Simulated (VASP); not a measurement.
A run of VASP 6.6.1:

The input POSCAR:

```
InAs
1.0
    0.0000000000      2.9752172759      3.1239781397
    2.9752172759      0.0000000000      3.1239781397
    2.9752172759      2.9752172759      0.0000000000
In As
1 1
Direct
    0.0000000000      0.0000000000      0.0000000000
    0.7500000000      0.7500000000      0.7500000000
```

INCAR.step1

```
SYSTEM = InAs
ALGO = Normal
EDIFF = 1E-4
ENCUT = 520
GGA = PE
ISMEAR = 0
LASPH = .True.
LCHARG = .False.
LREAL = .False.
LWAVE = .True.
NBANDS = 16
NELM = 80
PREC = Accurate
SIGMA = 0.03
```

Contents of INCAR.step2:

```
SYSTEM = InAs
ALGO = Normal
EDIFF = 1E-6
ENCUT = 520
ISIF = 2
ISMEAR = 0
ISTART = 1
LASPH = .True.
LCHARG = .False.
LMIXTAU = .True.
LREAL = .False.
LWAVE = .False.
METAGGA = R2SCAN
NBANDS = 16
NELM = 80
PREC = Accurate
SIGMA = 0.03
```

Contents of KPOINTS:

```
k-points
0
Gamma
  10 10 10
  0 0 0
```

Potentials or basis: VASP PAW PBE potentials, release 64 (In_d, As).

Run with:

```sh
$ cat potpaw_PBE.64/In_d/POTCAR potpaw_PBE.64/As/POTCAR > POTCAR
$ cp INCAR.step1 INCAR
$ mpirun -np 1 vasp_std > vasp.out
$ cp INCAR.step2 INCAR
$ mpirun -np 1 vasp_std > vasp.out
```

Hardware: 1 thread of Intel(R) Xeon(R) Platinum 8488C (Sapphire Rapids), on a shared host.

Problem. How long does it take, and how much memory?

Solution. Run time: 2.8 min on 1 thread of Intel(R) Xeon(R) Platinum 8488C (Sapphire Rapids), with other jobs on the host, peak memory 0.25 GiB. Counts: k points 102.
